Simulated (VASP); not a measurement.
# Te2Mo (P6_3/mmc) in VASP: further runs, part 2 of 2

VASP 6.6.1.

**3. Single point, PBE+U, collinear spin, zero start**

Contents of INCAR:

```
SYSTEM = Te2Mo
PREC = Accurate ; ENCUT = 500
EDIFF = 1E-6 ; ISMEAR = 0
SIGMA = 0.05 ; LREAL = .False.
LASPH = .True. ; NELM = 200
ALGO = Normal ; ISIF = 2
LWAVE = .False. ; LCHARG = .False.
ISPIN = 2 ; MAGMOM = 0 0 0 0 0 0
LORBIT = 11 ; LMAXMIX = 4
LDAU = .True. ; LDAUTYPE = 2
LDAUL = -1 2 ; LDAUU = 0 3
LDAUJ = 0 0 ; LDAUPRINT = 1
GGA = PE ; NBANDS = 39
GGA_COMPAT = .False.
```

Contents of KPOINTS:

```
Automatic mesh
0
Gamma
  6 6 2
  0 0 0
```

Contents of POSCAR:

```
Te2Mo
1.0
    3.5181997400      0.0000000000      0.0000000000
   -1.7590998700      3.0468503500      0.0000000000
    0.0000000000      0.0000000000     13.9735999500
Te Mo
4 2
Direct
    0.3333333333      0.6666666667      0.6210000000
    0.6666666667      0.3333333333      0.1210000000
    0.3333333333      0.6666666667      0.8790000000
    0.6666666667      0.3333333333      0.3790000000
    0.3333333333      0.6666666667      0.2500000000
    0.6666666667      0.3333333333      0.7500000000
```

Potentials or basis: VASP PAW PBE potentials, release 64 (Te, Mo_sv).

Started as:

```console
$ cat potpaw_PBE.64/Te/POTCAR potpaw_PBE.64/Mo_sv/POTCAR > POTCAR
$ mpirun -np 1 vasp_std > vasp.out
```

OUTCAR:

```text
SYSTEM = Te2Mo
   PREC = Accurate
   ENCUT = 500
   EDIFF = 1E-6
   ISMEAR = 0
   LREAL = .False.
   LASPH = .True.
   NELM = 200
   ISIF = 2
   ISPIN = 2
   LORBIT = 11
   GGA = PE

 ion  position               nearest neighbor table
   1  0.333  0.667  0.621-   6 2.72   6 2.72   6 2.72   3 3.61
   2  0.667  0.333  0.121-   5 2.72   5 2.72   5 2.72   4 3.61
   3  0.333  0.667  0.879-   6 2.72   6 2.72   6 2.72   1 3.61
   4  0.667  0.333  0.379-   5 2.72   5 2.72   5 2.72   2 3.61
   5  0.333  0.667  0.250-   2 2.72   4 2.72   2 2.72   4 2.72   2 2.72   4 2.72
   6  0.667  0.333  0.750-   1 2.72   3 2.72   1 2.72   3 2.72   1 2.72   3 2.72

  LATTYP: Found a hexagonal cell.
 ALAT       =     3.5181997400
 C/A-ratio  =     3.9718040426

  Lattice vectors:

 A1 = (   3.5181997400,   0.0000000000,   0.0000000000)
 A2 = (  -1.7590998700,   3.0468503500,   0.0000000000)
 A3 = (   0.0000000000,   0.0000000000,  13.9735999500)

Analysis of symmetry for initial positions (statically):
=====================================================================
 Subroutine PRICEL returns:
 Original cell was already a primitive cell.

 Routine SETGRP: Setting up the symmetry group for a
 hexagonal supercell.

 Subroutine GETGRP returns: Found 24 space group operations
 (whereof 12 operations were pure point group operations)
 out of a pool of 24 trial point group operations.

The static configuration has the point symmetry D_3d.
 The point group associated with its full space group is D_6h.

Analysis of symmetry for dynamics (positions and initial velocities):
=====================================================================
 Subroutine PRICEL returns:
 Original cell was already a primitive cell.

 Routine SETGRP: Setting up the symmetry group for a
 hexagonal supercell.

 Subroutine GETGRP returns: Found 24 space group operations
 (whereof 12 operations were pure point group operations)
 out of a pool of 24 trial point group operations.

[... 240 lines left out ...]

 k-point     1 :       0.0000    0.0000    0.0000
  band No.  band energies     occupation
      1     -52.9135      1.00000
      2     -52.9135      1.00000
      3     -27.0671      1.00000
      4     -27.0671      1.00000
      5     -26.9467      1.00000
      6     -26.9467      1.00000
[... 563 lines left out ...]
     37      13.9321      0.00000
     38      13.9321      0.00000
 Fermi energy:         8.4970378668

 spin component 2

 k-point     1 :       0.0000    0.0000    0.0000
  band No.  band energies     occupation
      1     -52.9135      1.00000
      2     -52.9135      1.00000
      3     -27.0671      1.00000
      4     -27.0671      1.00000
      5     -26.9467      1.00000
      6     -26.9467      1.00000
[... 563 lines left out ...]
     37      13.9321      0.00000
     38      13.9321      0.00000
 [bands above 38 left out]

------------------------ aborting loop because EDIFF is reached ----------------------------------------

  FORCE on cell =-STRESS in cart. coord.  units (eV):
  Direction    XX          YY          ZZ          XY          YZ          ZX
  --------------------------------------------------------------------------------------
  -------------------------------------------------------------------------------------
  Total        3.3481407      3.3481407      4.3695109      0.0000000      0.0000000      0.0000000
  in kB       35.8124772     35.8124772     46.7372861      0.0000000      0.0000000      0.0000000
  external PRESSURE =      39.4540801 kB  Pullay stress =       0.0000000 kB

 VOLUME and BASIS-vectors are now :
 -----------------------------------------------------------------------------
  energy-cutoff  :      500.00
  volume of cell :      149.79
      direct lattice vectors                 reciprocal lattice vectors
     3.518199740  0.000000000  0.000000000     0.284236278  0.164103892  0.000000000
    -1.759099870  3.046850350  0.000000000     0.000000000  0.328207783  0.000000000
     0.000000000  0.000000000 13.973599950     0.000000000  0.000000000  0.071563520

 POSITION                                       TOTAL-FORCE (eV/Angst)
 -----------------------------------------------------------------------------------
     -0.00000      2.03123      8.67761        -0.000000      0.000000     -0.346304
      1.75910      1.01562      1.69081         0.000000     -0.000000     -0.346304
     -0.00000      2.03123     12.28279        -0.000000      0.000000      0.346304
      1.75910      1.01562      5.29599        -0.000000     -0.000000      0.346304
     -0.00000      2.03123      3.49340         0.000000     -0.000000      0.000000
      1.75910      1.01562     10.48020        -0.000000      0.000000      0.000000
 -----------------------------------------------------------------------------------
    total drift:                               -0.000000      0.000000     -0.000000

  FREE ENERGIE OF THE ION-ELECTRON SYSTEM (eV)
  ---------------------------------------------------
  free  energy   TOTEN  =       -28.7821576629 eV

  energy  without entropy=      -28.7821576629  energy(sigma->0) =      -28.78215766

 total charge

# of ion       s       p       d       tot
------------------------------------------
    1        1.386   1.985   0.065   3.436
    2        1.386   1.985   0.065   3.436
    3        1.386   1.985   0.065   3.436
    4        1.386   1.985   0.065   3.436
    5        2.261   6.152   3.925  12.338
    6        2.261   6.152   3.925  12.338
--------------------------------------------------
tot         10.066  20.242   8.111  38.420

 magnetization (x)

# of ion       s       p       d       tot
------------------------------------------
    1        0.000   0.000   0.000   0.000
    2        0.000   0.000   0.000   0.000
    3        0.000   0.000   0.000   0.000
    4        0.000   0.000   0.000   0.000
    5       -0.000  -0.000  -0.000  -0.000
    6       -0.000  -0.000  -0.000  -0.000
--------------------------------------------------
tot          0.000   0.000  -0.000  -0.000
```

stdout:

```text
POSCAR found type information on POSCAR TeMo
 POSCAR found :  2 types and       6 ions
 scaLAPACK will be used
 LDA part: xc-table for (Slater+PW92), standard interpolation
 POSCAR, INCAR and KPOINTS ok, starting setup
 FFT: planning ... GRIDC
 FFT: planning ... GRID_SOFT
 FFT: planning ... GRID
 WAVECAR not read
 entering main loop
```

Run time: 2.8 min. Hardware: 1 thread of Oxide Virtual Turin-like, shared host; peak memory 0.35 GiB.

Results:

```yaml
Free_energy: -28.7822 eV
Pressure: 3.9 GPa
Largest_force: 0.346 eV/Å
Band_gap_on_the_k_mesh: 0.81 eV (least direct gap 1.04 eV)
Net_moment: 0.00 μB per cell
Valence_electrons_inside_the_program's_atomic_spheres: Te 3.44; Mo 12.34
```

Forces on the atoms (eV/Å):
```
Te   0.000  0.000 -0.346
Te   0.000  0.000 -0.346
Te   0.000  0.000  0.346
Te   0.000  0.000  0.346
Mo   0.000  0.000  0.000
Mo   0.000  0.000  0.000
```

Stress tensor (GPa, compression positive):
```
3.58 0.00 0.00
0.00 3.58 0.00
0.00 0.00 4.67
```

Eigenvalues of the final occupation matrices:
| site | spin | trace | eigenvalues |
| --- | --- | --- | --- |
| site 5 d | 1 | 1.99 | 0.39 0.39 0.39 0.41 0.41 |
| site 5 d | 2 | 1.99 | 0.39 0.39 0.39 0.41 0.41 |
| site 6 d | 1 | 1.99 | 0.39 0.39 0.39 0.41 0.41 |
| site 6 d | 2 | 1.99 | 0.39 0.39 0.39 0.41 0.41 |

Caveat: the cell stands under pressure; spin-orbit coupling is left out, which moves the levels of the heavy elements; this functional lacks dispersion, which binds layers or chains, so the pressure and a relaxed spacing across them are unreliable; the U is typed as a test and isn't derived for this compound. A k mesh can miss the band edges.

**4. Single point, PBE+U, collinear spin, zero start**

Contents of INCAR:

```
PREC = Accurate ; ENCUT = 500
EDIFF = 1E-6 ; ISMEAR = 0
SIGMA = 0.05 ; LREAL = False
LASPH = True ; NELM = 200
ALGO = Normal ; ISIF = 2
LWAVE = False ; LCHARG = False
ISPIN = 2 ; MAGMOM = 0 0 0 0 0 0
LORBIT = 11 ; LMAXMIX = 4
LDAU = True ; LDAUTYPE = 2
LDAUL = -1 2 ; LDAUU = 0 3
LDAUJ = 0 0 ; LDAUPRINT = 1
GGA = PE ; NBANDS = 39
GGA_COMPAT = False
```

Contents of KPOINTS:

```
regular mesh
0
Gamma
  6 6 2
```

POSCAR is that of step 3.

Started as:

```console
$ cat potpaw_PBE.64/Te/POTCAR potpaw_PBE.64/Mo_sv/POTCAR > POTCAR
$ mpirun -np 1 vasp_std > vasp.out
```

Run time: 2.1 min. Hardware: 1 thread of Oxide Virtual Turin-like, shared host; peak memory 0.36 GiB.

It converged, with:

```
Free energy                                           : -28.7822 eV
Pressure                                              : 3.9 GPa
Largest force                                         : 0.346 eV/Å
Band gap on the k mesh                                : 0.81 eV (least direct gap 1.04 eV)
Net moment                                            : 0.00 μB per cell
Valence electrons inside the program's atomic spheres : Te 3.44; Mo 12.34
```

Forces on the atoms (eV/Å):
```
Te   0.000  0.000 -0.346
Te   0.000  0.000 -0.346
Te   0.000  0.000  0.346
Te   0.000  0.000  0.346
Mo   0.000  0.000  0.000
Mo   0.000  0.000  0.000
```

Stress tensor (GPa, compression positive):
```
3.58 0.00 0.00
0.00 3.58 0.00
0.00 0.00 4.67
```

Levels at points of the mesh, in eV from the valence-band top:
Spin up:
```tsv
k point	band 22	band 23	band 24	band 25	band 26	band 27	band 28	band 29	band 30	band 31
(0.00, 0.00, 0.00)	-1.05	-1.05	-1.05	-0.39	0.00	2.85	2.85	2.98	2.98	3.09
(0.50, 0.00, 0.00)	-1.85	-1.08	-1.00	-0.67	-0.38	1.27	1.32	1.47	1.79	2.57
(0.00, 0.00, 0.50)	-1.07	-1.07	-1.07	-0.10	-0.10	2.89	2.89	2.89	2.89	3.24
(0.50, 0.00, 0.50)	-1.96	-1.02	-1.02	-0.53	-0.53	1.29	1.29	1.64	1.64	2.99
```
Spin down:
| k point | band 22 | band 23 | band 24 | band 25 | band 26 | band 27 | band 28 | band 29 | band 30 | band 31 |
| --- | --- | --- | --- | --- | --- | --- | --- | --- | --- | --- |
| (0.00, 0.00, 0.00) | -1.05 | -1.05 | -1.05 | -0.39 | 0.00 | 2.85 | 2.85 | 2.98 | 2.98 | 3.09 |
| (0.50, 0.00, 0.00) | -1.85 | -1.08 | -1.00 | -0.67 | -0.38 | 1.27 | 1.32 | 1.47 | 1.79 | 2.57 |
| (0.00, 0.00, 0.50) | -1.07 | -1.07 | -1.07 | -0.10 | -0.10 | 2.89 | 2.89 | 2.89 | 2.89 | 3.24 |
| (0.50, 0.00, 0.50) | -1.96 | -1.02 | -1.02 | -0.53 | -0.53 | 1.29 | 1.29 | 1.64 | 1.64 | 2.99 |

Eigenvalues of the final occupation matrices:
```
    site  spin  trace               eigenvalues
site 5 d     1   1.99  0.39 0.39 0.39 0.41 0.41
site 5 d     2   1.99  0.39 0.39 0.39 0.41 0.41
site 6 d     1   1.99  0.39 0.39 0.39 0.41 0.41
site 6 d     2   1.99  0.39 0.39 0.39 0.41 0.41
```

Caveat: the cell stands under pressure; spin-orbit coupling is left out, which moves the levels of the heavy elements; this functional lacks dispersion, which binds layers or chains, so the pressure and a relaxed spacing across them are unreliable; the U is typed as a test and isn't derived for this compound. A k mesh can miss the band edges.
